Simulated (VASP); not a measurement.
Here is a VASP 6.6.1 calculation.

INCAR

```
SYSTEM = ZrTe3Pt
ALGO = Normal
EDIFF = 1E-6
ENCUT = 520
GGA = PS
ISIF = 2
ISMEAR = -1
LASPH = .True.
LCHARG = .True.
LELF = .True.
LREAL = .False.
LVHAR = .True.
LWAVE = .False.
NBANDS = 28
NELM = 100
PREC = Accurate
SIGMA = 0.03
```

Contents of KPOINTS:

```
k-points
0
Gamma
  6 6 6
  0 0 0
```

POSCAR

```
ZrTe3Pt
1.0
   -1.8518411955      1.8518411955      9.2210275607
    1.8518411955     -1.8518411955      9.2210275607
    1.8518411955      1.8518411955     -9.2210275607
Zr Te Pt
1 3 1
Direct
    0.0000000000      0.0000000000      0.0000000000
    0.5847072928      0.5847072928      0.0000000000
    0.4152927072      0.4152927072      0.0000000000
    0.7500000000      0.2500000000      0.5000000000
    0.2500000000      0.7500000000      0.5000000000
```

Potentials or basis: VASP PAW PBE potentials, release 64 (Zr_sv, Te, Pt).

The run is started by

```sh
$ cat potpaw_PBE.64/Zr_sv/POTCAR potpaw_PBE.64/Te/POTCAR potpaw_PBE.64/Pt/POTCAR > POTCAR
$ mpirun -np 1 vasp_std > vasp.out
```

Problem. What does it give for the band gap on the k mesh?

Solution. Zero (bands 20 and 21 overlap by 1.40 eV).

Problem. Estimate the pressure.

Solution. 0.0 GPa.

Problem. What does it give for the largest force?

Solution. 0.020 eV/Å.

Forces in eV/Å, atoms in the order of the input:
```
Zr   0.000  0.000  0.000
Te   0.000  0.000  0.020
Te   0.000  0.000 -0.020
Te   0.000  0.000  0.000
Pt   0.000  0.000  0.000
```

Caveat: the PAW data sets were made with another functional, which shifts forces and pressure a little; spin-orbit coupling is left out, which moves the levels of the heavy elements.
